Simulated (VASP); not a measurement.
Write the native input for VASP 6.6.1 that does the following.

| Quantity | Value |
| --- | --- |
| Task | single point |
| Functional | r2SCAN |
| Potentials or basis | VASP PAW PBE potentials, release 64 (Ni, Sb) |
| Cutoff | 520 eV |
| k mesh | 3 × 3 × 2, shifted |
| Occupations | gaussian, width 0.1 eV |
| Spin | no spin polarisation |
| Dipole correction | no |
| Further INCAR settings | ALGO = Normal; EDIFF = 1e-07; NBANDS = 23; ISYM = 0 |

The system is NiSb.

```xyz
4
Lattice="3.9400 0.0000 0.0000 -1.9700 3.4121 0.0000 0.0000 0.0000 5.1400" Properties=species:S:1:pos:R:3 pbc="T T T"
Ni    0.0000    0.0000    0.0000
Ni    0.0000    0.0000    2.5700
Sb    0.0000    2.2748    1.2850
Sb    1.9700    1.1374    3.8550
```

One way to write it, as run:

POSCAR

```
NiSb
1.0
    3.9399999606      0.0000000000      0.0000000000
   -1.9699999803      3.4121400568      0.0000000000
    0.0000000000      0.0000000000      5.1400000000
Ni Sb
2 2
Direct
    0.0000000000      0.0000000000      0.0000000000
    0.0000000000      0.0000000000      0.5000000000
    0.3333333333      0.6666666667      0.2500000000
    0.6666666667      0.3333333333      0.7500000000
```

INCAR.step1

```
SYSTEM = NiSb
PREC = Accurate
ENCUT = 520
ISMEAR = 0
SIGMA = 0.1
LREAL = .FALSE.
LASPH = .TRUE.
NELM = 80
ISYM = 0
NBANDS = 23
GGA = PE
ALGO = Normal
EDIFF = 1E-4
LWAVE = .TRUE.
LCHARG = .FALSE.
```

INCAR.step2

```
SYSTEM = NiSb
PREC = Accurate
ENCUT = 520
EDIFF = 1E-7
ISMEAR = 0
SIGMA = 0.1
LREAL = .FALSE.
LASPH = .TRUE.
NELM = 80
ALGO = Normal
ISIF = 2
LWAVE = .FALSE.
LCHARG = .FALSE.
METAGGA = R2SCAN
LMIXTAU = .TRUE.
ISYM = 0
NBANDS = 23
ISTART = 1
```

KPOINTS

```
Automatic mesh
0
Gamma
  3 3 2
  0.5 0.5 0.5
```

Potentials or basis: VASP PAW PBE potentials, release 64 (Ni, Sb).

Run with:

```sh
$ cat potpaw_PBE.64/Ni/POTCAR potpaw_PBE.64/Sb/POTCAR > POTCAR
$ cp INCAR.step1 INCAR
$ mpirun -np 1 vasp_std > vasp.out
$ cp INCAR.step2 INCAR
$ mpirun -np 1 vasp_std > vasp.out
```

It gave:

The pressure is -0.3 GPa and the band gap on the k mesh is zero (bands 15 and 16 overlap by 0.16 eV).

Caveat: the k points lie up to 0.61 Å⁻¹ apart; the PAW data sets were made with another functional, which shifts forces and pressure a little; spin-orbit coupling is left out, which moves the levels of the heavy elements.

It took 110 s on 1 thread of AMD EPYC 9R45 96-Core Processor (Zen 5), with other jobs on the host, peak memory 0.18 GiB.
